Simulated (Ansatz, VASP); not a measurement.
**ZnSe in VASP and in Ansatz**

Contents of INCAR:

```
PREC = Accurate
ENCUT = 500
EDIFF = 1E-6
ISMEAR = 0
SIGMA = 0.02
LREAL = False
LASPH = True
NELM = 120
ALGO = Normal
ISIF = 2
LWAVE = False
LCHARG = False
GGA = PE
NBANDS = 16
GGA_COMPAT = False
```

KPOINTS

```
regular mesh
0
Gamma
  8 8 8
```

The input POSCAR:

```
ZnSe
1.0
    0.0000000000      2.9221289774      2.9221289774
    2.9221289774      0.0000000000      2.9221289774
    2.9221289774      2.9221289774      0.0000000000
Zn Se
1 1
Direct
    0.0000000000      0.0000000000      0.0000000000
    0.2500000000      0.2500000000      0.2500000000
```

Input for Ansatz:

```yaml
crystal:
  lattice:
    - [0.0, 2.9221289774, 2.9221289774]
    - [2.9221289774, 0.0, 2.9221289774]
    - [2.9221289774, 2.9221289774, 0.0]
  atoms:
    - { symbol: Zn, position: [0.0, 0.0, 0.0] }
    - { symbol: Se, position: [0.25, 0.25, 0.25] }
basis:
  ecutwfc: 420
kpoints:
  mp_grid: { grid: [8, 8, 8] }
hamiltonian:
  xc: pbe
scf:
  occupations: { method: gaussian, width: 0.02 }
output:
  forces: true
  stress: true
  eigenvalues: true
```

Alike in both runs: task single point; functional PBE; k mesh 8 × 8 × 8; occupations gaussian, width 0.02 eV; no spin polarisation.

|  | VASP | Ansatz |
| --- | --- | --- |
| version | VASP 6.6.1 | Ansatz 0.2.0 |
| potentials or method | VASP PAW PBE potentials, release 64 (Zn, Se), cutoff 500 eV | scalar-relativistic, plane waves, PAW |
| valence electrons in the cell | 18 | 28 |

```tsv
	VASP	Ansatz	Ansatz less VASP
gap on the k mesh at the Fermi level (eV)	0.93	0.93	0.000
least direct gap on the mesh (eV)	0.93	0.93	0.000
pressure (GPa)	-2.7	-2.9	-0.16
```

The functional is the same, so the differences come from potentials, cutoffs and numerics. VASP's potentials hold 18 valence electrons a cell and Ansatz's 28, so a difference there can come from the potentials and not from the codes.
